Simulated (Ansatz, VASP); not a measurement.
## ZnS in VASP and in Ansatz

Contents of POSCAR:

```
ZnS
1.0
    0.0000000000      2.9280965092      2.9280965092
    2.9280965092      0.0000000000      2.9280965092
    2.9280965092      2.9280965092      0.0000000000
Zn S
1 1
Direct
    0.0000000000      0.0000000000      0.0000000000
    0.2500000000      0.2500000000      0.2500000000
```

Contents of INCAR.step1:

```
  ALGO = Normal
  EDIFF = 1E-4
  ENCUT = 520
  GGA = PE
  ISMEAR = 0
  LASPH = T
  LCHARG = F
  LREAL = F
  LWAVE = T
  NBANDS = 16
  NELM = 60
  PREC = Accurate
  SIGMA = 0.1
```

File INCAR.step2:

```
  ALGO = Normal
  EDIFF = 1E-6
  ENCUT = 520
  ISIF = 2
  ISMEAR = 0
  ISTART = 1
  LASPH = T
  LCHARG = F
  LMIXTAU = T
  LREAL = F
  LWAVE = F
  METAGGA = R2SCAN
  NBANDS = 16
  NELM = 60
  PREC = Accurate
  SIGMA = 0.1
```

The input KPOINTS:

```
k-points
0
Gamma
  6 6 6
```

Input for Ansatz:

```yaml
crystal:
  lattice:
    - [0.0, 2.9280965092, 2.9280965092]
    - [2.9280965092, 0.0, 2.9280965092]
    - [2.9280965092, 2.9280965092, 0.0]
  atoms:
    - { symbol: Zn, position: [0.0, 0.0, 0.0] }
    - { symbol: S, position: [0.25, 0.25, 0.25] }
basis:
  ecutwfc: 500
kpoints:
  mp_grid: { grid: [6, 6, 6] }
hamiltonian:
  xc: r2scan
scf:
  occupations: { method: gaussian, width: 0.1 }
output:
  forces: true
  stress: true
  eigenvalues: true
```

Alike in both runs: task single point; functional r2SCAN; k mesh 6 × 6 × 6; occupations gaussian, width 0.1 eV; no spin polarisation.

```csv
,VASP,Ansatz
version,VASP 6.6.1,Ansatz 0.2.0
potentials or method,"VASP PAW PBE potentials, release 64 (Zn, S), cutoff 520 eV","scalar-relativistic, plane waves, PAW"
valence electrons in the cell,18,18
```

VASP gave:

```
gap on the k mesh at the Fermi level (eV) : 1.62
least direct gap on the mesh (eV)         : 1.62
pressure (GPa)                            : -11.4
```

**Question.** Which values does Ansatz return?

**Answer.** gap on the k mesh at the Fermi level (eV): 1.63; least direct gap on the mesh (eV): 1.63; pressure (GPa): -11.4.

VASP's potentials were made for PBE, not for r2SCAN.
